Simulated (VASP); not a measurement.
Write the native input for VASP 6.6.1 that does the following.

- Task: single point
- Functional: PBE
- Potentials or basis: VASP PAW PBE potentials, release 64 (Rh_pv, N)
- Cutoff: 520 eV
- k mesh: 12 × 12 × 12
- Occupations: gaussian, width 0.1 eV
- Spin: no spin polarisation
- Dipole correction: no
- Further INCAR settings: ALGO = Normal; EDIFF = 1e-06; NBANDS = 33

The structure of Rh3N lies in POSCAR:

```
Rh3N
1.0
    3.7196556206      0.0000000000      0.0000000000
    0.0000000000      3.7196556206      0.0000000000
    0.0000000000      0.0000000000      3.7196556206
Rh N
3 1
Direct
    0.0000000000      0.5000000000      0.5000000000
    0.5000000000      0.0000000000      0.5000000000
    0.5000000000      0.5000000000      0.0000000000
    0.0000000000      0.0000000000      0.0000000000
```

One way to write it, as run:

INCAR

```
SYSTEM = Rh3N
PREC = Accurate ; ENCUT = 520
EDIFF = 1E-6 ; ISMEAR = 0
SIGMA = 0.1 ; LREAL = .False.
LASPH = .True. ; NELM = 80
ALGO = Normal ; ISIF = 2
LWAVE = .False. ; LCHARG = .False.
GGA = PE ; NBANDS = 33
```

KPOINTS

```
regular mesh
0
Gamma
  12 12 12
  0 0 0
```

Potentials or basis: VASP PAW PBE potentials, release 64 (Rh_pv, N).

Run with:

```sh
$ cat potpaw_PBE.64/Rh_pv/POTCAR potpaw_PBE.64/N/POTCAR > POTCAR
$ mpirun -np 1 vasp_std > vasp.out
```

Results of the run:

```
Pressure               : 0.0 GPa
Band gap on the k mesh : zero (band 25 reaches 10.38 eV, above the bottom of band 26 at 10.03 eV)
```

It took 92 s on 1 thread of Oxide Virtual Turin-like Processor (shared host), peak memory 0.2 GiB.
